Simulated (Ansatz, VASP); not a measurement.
One calculation of MgS, two programs

File INCAR:

```
SYSTEM = MgS
PREC = Accurate ; ENCUT = 520
EDIFF = 1E-6 ; ISMEAR = 0
SIGMA = 0.05 ; LREAL = .False.
LASPH = .True. ; NELM = 100
ALGO = Normal ; ISIF = 2
LWAVE = .False. ; LCHARG = .True.
GGA = PS ; LELF = .True.
LVHAR = .True. ; NBANDS = 11
```

The input KPOINTS:

```
regular mesh
0
Gamma
  10 10 10
  0 0 0
```

POSCAR

```
MgS
1.0
    0.0000000000      2.6016500000      2.6016500000
    2.6016500000      0.0000000000      2.6016500000
    2.6016500000      2.6016500000      0.0000000000
Mg S
1 1
Direct
    0.0000000000      0.0000000000      0.0000000000
    0.5000000000      0.5000000000      0.5000000000
```

Input for Ansatz:

```yaml
crystal:
  lattice:
    - [0.0, 2.60165, 2.60165]
    - [2.60165, 0.0, 2.60165]
    - [2.60165, 2.60165, 0.0]
  atoms:
    - { symbol: Mg, position: [0.0, 0.0, 0.0] }
    - { symbol: S, position: [0.5, 0.5, 0.5] }
basis:
  ecutwfc: 420
  fft_grid_basis: typed
kpoints:
  mp_grid: { grid: [10, 10, 10] }
hamiltonian:
  xc: pbesol
scf:
  occupations: { method: gaussian, width: 0.05 }
output:
  forces: true
  stress: true
  eigenvalues: true
  bader: true
  write_density: true
  volumetric_format: npy
  elf: true
```

Alike in both runs: task single point; functional PBEsol; k mesh 10 × 10 × 10; occupations gaussian, width 0.05 eV; no spin polarisation.

```csv
,VASP,Ansatz
version,VASP 6.6.1,Ansatz 0.2.0
potentials or method,"VASP PAW PBE potentials, release 64 (Mg, S), cutoff 520 eV","scalar-relativistic, plane waves, PAW"
valence electrons in the cell,8,16
```

VASP gave:

```
gap on the k mesh at the Fermi level (eV) : 2.70
pressure (GPa)                            : -1.2
```

Task: Which values does Ansatz return?

Result: gap on the k mesh at the Fermi level (eV): 2.70; pressure (GPa): -0.9.

VASP's potentials were made for PBE, not for PBEsol. VASP's potentials hold 8 valence electrons a cell and Ansatz's 16, so a difference there can come from the potentials and not from the codes.
